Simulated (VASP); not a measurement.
# MgO in VASP: further runs

Runs on MgO. Level: PBEsol. Tasks: single point.

Program: VASP 6.6.1. These are calculated values, not measurements. Logs are shortened: lines on timing, memory, paths and dates and some standing lists are left out, and cuts for length are marked.

### 1 The cell of the first run

It takes space group P6_3/mmc (No. 194, hexagonal). Conventional cell: a = 3.576 Å, b = 3.576 Å, c = 3.999 Å, α = 90.00°, β = 90.00°, γ = 120.00°. Mg (site symmetry -6m2) has 5 O at 2.00 to 2.06 Å within 2.6 Å. O (site symmetry -6m2) has 5 Mg at 2.00 to 2.06 Å within 2.6 Å.

### 2 Single point, PBEsol (mode 5 frozen in at +0.000 Å, strain +e along z and -e/2 along x and y -0.0467)

File INCAR:

```
ALGO = Normal
EDIFF = 1E-7
ENCUT = 520
GGA = PS
ISIF = 2
ISMEAR = 0
LASPH = T
LCHARG = T
LELF = T
LREAL = F
LVHAR = T
LWAVE = F
NBANDS = 16
NELM = 80
PREC = Accurate
SIGMA = 0.05
```

File KPOINTS:

```
k-points
0
Gamma
  9 9 6
```

File POSCAR:

```
MgO
1.0
    3.5763691814      0.0000000000      0.0000000000
   -1.7881845907      3.0972265644      0.0000000000
    0.0000000000      0.0000000000      3.9988201221
Mg O
2 2
Direct
    0.6666666667      0.3333333333      0.7500000000
    0.3333333333      0.6666666667      0.2500000000
    0.6666666667      0.3333333333      0.2500000000
    0.3333333333      0.6666666667      0.7500000000
```

Potentials or basis: VASP PAW PBE potentials, release 64 (Mg, O).

On the command line:

```sh
> cat potpaw_PBE.64/Mg/POTCAR potpaw_PBE.64/O/POTCAR > POTCAR
> mpirun -np 1 vasp_std > vasp.out
```

OUTCAR:

```text
EDIFF = 1E-7
   ENCUT = 520
   GGA = PS
   ISIF = 2
   ISMEAR = 0
   LASPH = T
   LREAL = F
   NELM = 80
   PREC = Accurate

 ion  position               nearest neighbor table
   1  0.667  0.333  0.750-   3 2.00   3 2.00   4 2.06   4 2.06   4 2.06   2 2.87   2 2.87   2 2.87
                             2 2.87   2 2.87   2 2.87
   2  0.333  0.667  0.250-   4 2.00   4 2.00   3 2.06   3 2.06   3 2.06   1 2.87   1 2.87   1 2.87
                             1 2.87   1 2.87   1 2.87
   3  0.667  0.333  0.250-   1 2.00   1 2.00   2 2.06   2 2.06   2 2.06
   4  0.333  0.667  0.750-   2 2.00   2 2.00   1 2.06   1 2.06   1 2.06

  LATTYP: Found a hexagonal cell.
 ALAT       =     3.5763691814
 C/A-ratio  =     1.1181228557

  Lattice vectors:

 A1 = (   3.5763691814,   0.0000000000,   0.0000000000)
 A2 = (  -1.7881845907,   3.0972265644,   0.0000000000)
 A3 = (   0.0000000000,   0.0000000000,   3.9988201221)

Analysis of symmetry for initial positions (statically):
=====================================================================
 Subroutine PRICEL returns:
 Original cell was already a primitive cell.

 Routine SETGRP: Setting up the symmetry group for a
 hexagonal supercell.

 Subroutine GETGRP returns: Found 24 space group operations
 (whereof 12 operations were pure point group operations)
 out of a pool of 24 trial point group operations.

The static configuration has the point symmetry D_3d.
 The point group associated with its full space group is D_6h.

Analysis of symmetry for dynamics (positions and initial velocities):
=====================================================================
 Subroutine PRICEL returns:
 Original cell was already a primitive cell.

 Routine SETGRP: Setting up the symmetry group for a
 hexagonal supercell.

 Subroutine GETGRP returns: Found 24 space group operations
 (whereof 12 operations were pure point group operations)
 out of a pool of 24 trial point group operations.

The dynamic configuration has the point symmetry D_3d.
 The point group associated with its full space group is D_6h.

 Subroutine INISYM returns: Found 24 space group operations
 (whereof 12 operations are pure point group operations),
 and found     1 'primitive' translations

----------------------------------------------------------------------------------------

                                     Primitive cell

  volume of cell :      44.2942

  direct lattice vectors                    reciprocal lattice vectors
     3.576369181  0.000000000  0.000000000     0.279613191  0.161434751  0.000000000
    -1.788184591  3.097226564  0.000000000     0.000000000  0.322869503  0.000000000
     0.000000000  0.000000000  3.998820122     0.000000000  0.000000000  0.250073764

  length of vectors
     3.576369181  3.576369181  3.998820122     0.322869503  0.322869503  0.250073764

  position of ions in fractional coordinates (direct lattice)
     0.666666667  0.333333333  0.750000000
     0.333333333  0.666666667  0.250000000
     0.666666667  0.333333333  0.250000000
     0.333333333  0.666666667  0.750000000

  ion indices of the primitive-cell ions
   primitive index   ion index
                 1           1
                 2           2
                 3           3
                 4           4

----------------------------------------------------------------------------------------

 KPOINTS: k-points

Automatic generation of k-mesh.
 Grid dimensions read from file:
 generate k-points for:    9    9    6

 Generating k-lattice:

  Cartesian coordinates                     Fractional coordinates (reciprocal lattice)
     0.031068132  0.017937195  0.000000000     0.111111111 -0.000000000  0.000000000
     0.000000000  0.035874389  0.000000000     0.000000000  0.111111111  0.000000000
     0.000000000  0.000000000  0.041678961     0.000000000  0.000000000  0.166666667

  Length of vectors
     0.035874389  0.035874389  0.041678961

  Shift w.r.t. Gamma in fractional coordinates (k-lattice)
     0.000000000  0.000000000  0.000000000

 Subroutine IBZKPT returns following result:
 ===========================================

 Found     48 irreducible k-points:

 Following reciprocal coordinates:
            Coordinates               Weight
  0.000000  0.000000  0.000000      1.000000
  0.111111 -0.000000  0.000000      6.000000
  0.222222  0.000000  0.000000      6.000000
  0.333333  0.000000  0.000000      6.000000
  0.444444  0.000000  0.000000      6.000000
  0.111111  0.111111  0.000000      6.000000
[... 16 lines left out ...]
  0.333333  0.222222  0.166667     24.000000
  0.333333  0.333333  0.166667      4.000000
 [... further k-points ...]
   k-points           NKPTS =     48   k-points in BZ     NKDIM =     48   number of bands    NBANDS=     16
   number of dos      NEDOS =    301   number of ions     NIONS =      4
   total plane-waves  NPLWV =  23520
   dimension x,y,z NGX =    28 NGY =   28 NGZ =   30
   dimension x,y,z NGXF=    56 NGYF=   56 NGZF=   60
   ions per type =               2   2
   NGX,Y,Z   is equivalent  to a cutoff of  13.02, 13.02, 12.47 a.u.
   NGXF,Y,Z  is equivalent  to a cutoff of  26.03, 26.03, 24.94 a.u.
 SYSTEM =  unknown system
   PREC   = accura    normal or accurate (medium, high low for compatibility)
   ISTART =      0    job   : 0-new  1-cont  2-samecut
   ICHARG =      2    charge: 1-file 2-atom 10-const
   ISPIN  =      1    spin polarized calculation?
   LNONCOLLINEAR =      F non collinear calculations
   LSORBIT =      F    spin-orbit coupling
   LASPH  =      T    aspherical Exc in radial PAW
   ENCUT  =  520.0 eV  38.22 Ry    6.18 a.u.   6.65  6.65  7.44*2*pi/ulx,y,z
   NELM   =     80;   NELMIN=  2; NELMDL= -5     # of ELM steps
   EDIFF  = 0.1E-06   stopping-criterion for ELM
   LREAL  =      F    real-space projection
   EDIFFG = 0.1E-05   stopping-criterion for IOM
   NSW    =      0    number of steps for IOM
   IBRION =     -1    ionic relax: 0-MD 1-quasi-New 2-CG
   NFREE  =      0    steps in history (QN), initial steepest desc. (CG)
   ISIF   =      2    stress and relaxation
   ISYM   =      2    0-nonsym 1-usesym 2-fastsym
   POTIM  = 0.5000    time-step for ionic-motion
   TEBEG  =    0.0;   TEEND  =   0.0 temperature during run
   PSTRESS=    0.0 pullay stress
   NELECT =      16.0000    total number of electrons
   NUPDOWN=      -1.0000    fix difference up-down
   EMIN   =  10.00;   EMAX   =-10.00  energy-range for DOS
   EFERMI =   0.00;   METHOD = LEGACY
   ISMEAR =     0;   SIGMA  =   0.05  broadening in eV -4-tet -1-fermi 0-gaus
   EFERMI_NEDOS =   21; number of points for ismear=-14 and -15
   IALGO  =     38    algorithm
   IMIX   =      4    mixing-type and parameters
     AMIX     =   0.40;   BMIX     =  1.00
     AMIX_MAG =   1.60;   BMIX_MAG =  1.00
  volume/ion in A,a.u.               =      11.07        74.73
  Fermi-wavevector in a.u.,A,eV,Ry     =   1.165912  2.203254 18.495090  1.359351
  Thomas-Fermi vector in A             =   2.302432
   LORBIT       =      0    0 simple, 1 ext, 2 COOP (PROOUT), +10 PAW based schemes
   GGA     = PS    functional components
   LHFCALC =     F    Hartree Fock is set to
   AEXX    =    0.0000 exact exchange contribution
   IVDW    =     0    specifies the selected vdW correction
   LEPSILON=     F    determine dielectric tensor
   LRPA    =     F    only Hartree local field effects (RPA)
 non-spin polarized calculation
 Gauss-broadening in eV      SIGMA  =   0.05
  energy-cutoff  :      520.00
  volume of cell :       44.29
 maximum number of plane-waves:      1226
 NGX is ok and might be reduce to    28
   NGX = 13   NGY = 13   NGZ = 15

 number of electron      15.9999992 magnetization

 Free energy of the ion-electron system (eV)
  ---------------------------------------------------
  ext. energy  EPLUGINS =         0.00000000
  ---------------------------------------------------
  free energy    TOTEN  =       -24.66929392 eV

  energy without entropy =      -24.66929392  energy(sigma->0) =      -24.66929392

 E-fermi :   1.9880     XC(G=0): -10.2544

 val. band max:        1.6978048908   @ k =   0.0000   0.0000   0.0000
 cond. band min:       5.0610030104   @ k =   0.0000   0.0000   0.0000
 fundamental gap:      3.3631981196
 Fermi energy:         1.9879866921

 k-point     1 :       0.0000    0.0000    0.0000
  band No.  band energies     occupation
      1     -15.0558      2.00000
      2     -13.5422      2.00000
      3      -1.7011      2.00000
      4      -0.0519      2.00000
      5      -0.0519      2.00000
      6       1.0789      2.00000
[... 8 lines left out ...]
     15      17.0944      0.00000
     16      17.1623      0.00000

 k-point     2 :       0.1111   -0.0000    0.0000
  band No.  band energies     occupation
      1     -14.9978      2.00000
      2     -13.5618      2.00000
      3      -1.6136      2.00000
      4      -0.2195      2.00000
      5      -0.1526      2.00000
      6       0.7876      2.00000
[... 8 lines left out ...]
     15      16.7277      0.00000
     16      16.7352      0.00000

 k-point     3 :       0.2222    0.0000    0.0000
  band No.  band energies     occupation
      1     -14.8360      2.00000
      2     -13.6246      2.00000
      3      -1.3628      2.00000
      4      -0.7285      2.00000
      5      -0.3636      2.00000
      6       0.3894      2.00000
[... 8 lines left out ...]
     15      15.8390      0.00000
     16      16.5884      0.00000

 k-point     4 :       0.3333    0.0000    0.0000
  band No.  band energies     occupation
      1     -14.6114      2.00000
      2     -13.7349      2.00000
      3      -1.3158      2.00000
      4      -0.9910      2.00000
      5      -0.5601      2.00000
      6       0.1693      2.00000
[... 8 lines left out ...]
     15      15.3237      0.00000
     16      16.8082      0.00000
[... 324 lines left out ...]
 k-point    22 :       0.2222    0.2222    0.1667
  band No.  band energies     occupation
      1     -14.4237      2.00000
      2     -13.8267      2.00000
      3      -1.4785      2.00000
      4      -1.4067      2.00000
      5      -0.3654      2.00000
      6       0.0881      2.00000
[... 8 lines left out ...]
     15      16.5908      0.00000
     16      17.2028      0.00000

 k-point    23 :       0.3333    0.2222    0.1667
  band No.  band energies     occupation
      1     -14.2418      2.00000
      2     -13.9439      2.00000
      3      -1.7568      2.00000
      4      -1.1699      2.00000
      5      -0.7339      2.00000
      6       0.3267      2.00000
[... 8 lines left out ...]
     15      16.3852      0.00000
     16      17.4553      0.00000

 k-point    24 :       0.3333    0.3333    0.1667
  band No.  band energies     occupation
      1     -14.0817      2.00000
      2     -14.0817      2.00000
      3      -1.7613      2.00000
      4      -1.0264      2.00000
      5      -1.0264      2.00000
      6       0.6735      2.00000
[... 8 lines left out ...]
     15      16.2458      0.00000
     16      18.1339      0.00000

 [... further k-points ...]
[... 5 lines left out ...]
  --------------------------------------------------------------------------------------
  -------------------------------------------------------------------------------------
  Total       -0.8761348     -0.8761348      3.1540511      0.0000000      0.0000000      0.0000000
  in kB      -31.6908836    -31.6908836    114.0859388      0.0000000      0.0000000      0.0000000
  external PRESSURE =      16.9013905 kB  Pullay stress =       0.0000000 kB

 VOLUME and BASIS-vectors are now :
 -----------------------------------------------------------------------------
  energy-cutoff  :      520.00
  volume of cell :       44.29
      direct lattice vectors                 reciprocal lattice vectors
     3.576369181  0.000000000  0.000000000     0.279613191  0.161434751  0.000000000
    -1.788184591  3.097226564  0.000000000     0.000000000  0.322869503  0.000000000
     0.000000000  0.000000000  3.998820122     0.000000000  0.000000000  0.250073764

 POSITION                                       TOTAL-FORCE (eV/Angst)
 -----------------------------------------------------------------------------------
      1.78818      1.03241      2.99912         0.000000     -0.000000      0.000000
     -0.00000      2.06482      0.99971        -0.000000      0.000000      0.000000
      1.78818      1.03241      0.99971        -0.000000     -0.000000      0.000000
     -0.00000      2.06482      2.99912         0.000000      0.000000      0.000000
 -----------------------------------------------------------------------------------
    total drift:                                0.000000     -0.000000      0.000000

  FREE ENERGIE OF THE ION-ELECTRON SYSTEM (eV)
  ---------------------------------------------------
  free  energy   TOTEN  =       -24.6692939177 eV

  energy  without entropy=      -24.6692939177  energy(sigma->0) =      -24.66929392
```

Run time: 56 s. Hardware: 1 thread of Intel Xeon Platinum 8375C at 2.90GHz (Ice Lake), shared host; peak memory 0.17 GiB.

Results:

```
Free energy            : -24.6693 eV
Pressure               : 1.7 GPa
Band gap on the k mesh : 3.36 eV, direct
```

Levels at points of the mesh, in eV from the valence-band top:
```
           k point  band 6  band 7  band 8  band 9  band 10  band 11
(0.00, 0.00, 0.00)   -0.62   -0.62    0.00    3.36     9.74    12.05
(0.00, 0.00, 0.50)   -1.21   -1.21   -1.21    6.47     6.47    12.40
```

Caveat: the cell differs from its parent crystal (mode 5 frozen in at +0.000 Å, strain +e along z and -e/2 along x and y -0.0467); the PAW data sets were made with another functional, which shifts forces and pressure a little.

### 3 Single point, PBEsol (mode 5 frozen in at +0.024 Å, strain +e along z and -e/2 along x and y -0.0700)

File INCAR:

```
PREC     = Accurate       # precision mode
ENCUT    = 520            # plane-wave cutoff, eV
EDIFF    = 1E-7           # SCF threshold, eV
ISMEAR   = 0              # smearing method
SIGMA    = 0.05           # smearing width, eV
LREAL    = F              # projectors in reciprocal space
LASPH    = T              # aspherical terms in the spheres
NELM     = 80             # most SCF steps
ALGO     = Normal         # electronic algorithm
ISIF     = 2              # what is computed and relaxed
LWAVE    = F              # write WAVECAR
LCHARG   = F              # write CHGCAR
GGA      = PS             # functional
NBANDS   = 16             # bands
```

File KPOINTS:

```
Automatic mesh
0
Gamma
  9 9 6
```

File POSCAR:

```
MgO
1.0
    3.6170832098      0.0000000000      0.0000000000
   -1.8085416049      3.1324859473      0.0000000000
    0.0000000000      0.0000000000      3.9010833038
Mg O
2 2
Direct
    0.6706976504      0.3413953009      0.7500000000
    0.3293023496      0.6586046991      0.2500000000
    0.6636986988      0.3273973975      0.2500000000
    0.3363013012      0.6726026025      0.7500000000
```

Potentials or basis: VASP PAW PBE potentials, release 64 (Mg, O).

On the command line:

```sh
> cat potpaw_PBE.64/Mg/POTCAR potpaw_PBE.64/O/POTCAR > POTCAR
> mpirun -np 1 vasp_std > vasp.out
```

Wall time 71 s (1 thread of Intel Xeon Platinum 8375C at 2.90GHz (Ice Lake), shared host); peak memory 0.2 GiB.

Results (log left out):

- Free energy: -24.5325 eV
- Pressure: 4.2 GPa
- Largest force: 0.170 eV/Å
- Band gap on the k mesh: 3.41 eV, direct

Forces on the atoms (eV/Å):
```
Mg   0.000 -0.170  0.000
Mg   0.000  0.170  0.000
O    0.000  0.124  0.000
O    0.000 -0.124  0.000
```

Stress tensor (GPa, compression positive):
```
-3.86  0.00  0.00
 0.00 -4.02  0.00
 0.00  0.00 20.47
```

Levels at points of the mesh, in eV from the valence-band top:
```tsv
k point	band 6	band 7	band 8	band 9	band 10	band 11
(0.00, 0.00, 0.00)	-0.58	-0.48	0.00	3.41	10.02	11.80
(0.00, 0.00, 0.50)	-1.18	-1.16	-1.16	6.56	6.56	12.26
```

Caveat: the cell differs from its parent crystal (mode 5 frozen in at +0.024 Å, strain +e along z and -e/2 along x and y -0.0700); the PAW data sets were made with another functional, which shifts forces and pressure a little.

### 4 Single point, PBEsol (mode 5 frozen in at -0.024 Å, strain +e along z and -e/2 along x and y -0.0700)

File INCAR:

```
ALGO = Normal ; EDIFF = 1E-6
ENCUT = 520 ; GGA = PS
ISIF = 2 ; ISMEAR = 0
LASPH = T ; LCHARG = F
LREAL = F ; LWAVE = F
NBANDS = 16 ; NELM = 80
PREC = Accurate ; SIGMA = 0.05
```

File KPOINTS:

```
k-points
0
Gamma
  9 9 6
```

File POSCAR:

```
MgO
1.0
    3.6170832098      0.0000000000      0.0000000000
   -1.8085416049      3.1324859473      0.0000000000
    0.0000000000      0.0000000000      3.9010833038
Mg O
2 2
Direct
    0.6626356829      0.3252713658      0.7500000000
    0.3373643171      0.6747286342      0.2500000000
    0.6696346346      0.3392692692      0.2500000000
    0.3303653654      0.6607307308      0.7500000000
```

On the command line:

```sh
> cat potpaw_PBE.64/Mg/POTCAR potpaw_PBE.64/O/POTCAR > POTCAR
> mpirun -np 1 vasp_std > vasp.out
```

Wall time 60 s (1 thread of Intel Xeon Platinum 8375C at 2.90GHz (Ice Lake), shared host); peak memory 0.2 GiB.

The run converged. Its results:

```yaml
Free_energy: -24.5324 eV
Pressure: 4.1 GPa
Largest_force: 0.185 eV/Å
Band_gap_on_the_k_mesh: 3.40 eV, direct
```

Forces in eV/Å, atoms in the order of the input:
```
Mg   0.000  0.185  0.000
Mg   0.000 -0.185  0.000
O    0.000 -0.120  0.000
O    0.000  0.120  0.000
```

Stress tensor (GPa, compression positive):
```
-4.07  0.00  0.00
 0.00 -4.00  0.00
 0.00  0.00 20.37
```

Levels at points of the mesh, in eV from the valence-band top:
| k point | band 4 | band 5 | band 6 | band 7 | band 8 | band 9 | band 10 | band 11 | band 12 | band 13 |
| --- | --- | --- | --- | --- | --- | --- | --- | --- | --- | --- |
| (0.00, 0.00, 0.00) | -1.78 | -1.74 | -0.58 | -0.47 | 0.00 | 3.40 | 10.02 | 11.79 | 12.07 | 13.20 |
| (0.00, 0.00, 0.50) | -2.38 | -1.18 | -1.18 | -1.16 | -1.16 | 6.56 | 6.56 | 12.26 | 12.26 | 12.28 |

Caveat: the cell differs from its parent crystal (mode 5 frozen in at -0.024 Å, strain +e along z and -e/2 along x and y -0.0700); the PAW data sets were made with another functional, which shifts forces and pressure a little.
